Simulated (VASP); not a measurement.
Wanted: the native input for a VASP 6.6.1 run.

* Task: single point
* Functional: PBE
* Potentials or basis: VASP PAW PBE potentials, release 64 (Pb_d, S)
* Cutoff: 520 eV
* k mesh: 4 × 6 × 6
* Occupations: gaussian, width 0.02 eV
* Spin: no spin polarisation
* Dipole correction: no
* Further INCAR settings: ALGO = Normal; EDIFF = 1e-06; NBANDS = 28

The structure of PbS lies in POSCAR:

```
PbS
1.0
   11.0083632901      0.0000000000      0.0000000000
    0.0000000000      3.0252554365      2.7976720904
    0.0000000000     -3.0252554365      2.7976720904
Pb S
2 2
Direct
    0.6338442655      0.2957346612      0.7957346612
    0.3661557345      0.7957346612      0.2957346612
    0.6189399743      0.7252653388      0.2252653388
    0.3810600257      0.2252653388      0.7252653388
```

This cell differs from its parent crystal: strained and its atoms moved.

These files were run (other wordings do the same):

INCAR

```
SYSTEM = PbS
PREC = Accurate
ENCUT = 520
EDIFF = 1E-6
ISMEAR = 0
SIGMA = 0.02
LREAL = .False.
LASPH = .True.
NELM = 100
ALGO = Normal
ISIF = 2
LWAVE = .False.
LCHARG = .False.
GGA = PE
NBANDS = 28
```

KPOINTS

```
Automatic mesh
0
Gamma
  4 6 6
  0 0 0
```

Potentials or basis: VASP PAW PBE potentials, release 64 (Pb_d, S).

Command:

```console
$ cat potpaw_PBE.64/Pb_d/POTCAR potpaw_PBE.64/S/POTCAR > POTCAR
$ mpirun -np 1 vasp_std > vasp.out
```

It gave:

```yaml
Largest_force: 2.141 eV/Å
Band_gap_on_the_k_mesh: 1.72 eV, indirect (least direct gap 2.03 eV)
```

Caveat: the cell differs from its parent crystal (strained and its atoms moved); spin-orbit coupling is left out, which moves the levels of the heavy elements.

Wall time 3 min on 1 thread of Intel Xeon 6975P-C, with other jobs on the host, peak memory 0.37 GiB.
